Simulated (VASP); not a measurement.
A run of VASP 6.6.1:

Contents of POSCAR:

```
Li2S
1.0
    0.0000000000      2.9010984815      2.9010984815
    2.9010984815      0.0000000000      2.9010984815
    2.9010984815      2.9010984815      0.0000000000
S Li
1 2
Direct
    0.0000000000      0.0000000000      0.0000000000
    0.2500000000      0.2500000000      0.2500000000
    0.7500000000      0.7500000000      0.7500000000
```

The input INCAR.step1:

```
PREC = Accurate
ENCUT = 830
ISMEAR = 0
SIGMA = 0.01
LREAL = F
LASPH = T
NELM = 120
NBANDS = 13
GGA = PE
ALGO = Normal
EDIFF = 1E-5
LWAVE = T
LCHARG = F
GGA_COMPAT = F
```

INCAR.step2

```
PREC = Accurate
ENCUT = 830
EDIFF = 1E-6
ISMEAR = 0
SIGMA = 0.01
LREAL = F
LASPH = T
NELM = 120
ALGO = Normal
ISIF = 2
LWAVE = F
LCHARG = F
METAGGA = R2SCAN
LMIXTAU = T
NBANDS = 13
ISTART = 1
GGA_COMPAT = F
```

The input KPOINTS:

```
Automatic mesh
0
Gamma
  6 6 6
```

Potentials or basis: VASP PAW PBE potentials, release 64 (S, Li_sv).

Command:

```bash
$ cat potpaw_PBE.64/S/POTCAR potpaw_PBE.64/Li_sv/POTCAR > POTCAR
$ cp INCAR.step1 INCAR
$ mpirun -np 1 vasp_std > vasp.out
$ cp INCAR.step2 INCAR
$ mpirun -np 1 vasp_std > vasp.out
```

Hardware: 1 thread of Intel Xeon 8259CL (shared host).

How long does it take, and how much memory?

Run time: 3.3 min on 1 thread of Intel Xeon 8259CL, with other jobs on the host, peak memory 0.26 GiB. Counts: k points 16.
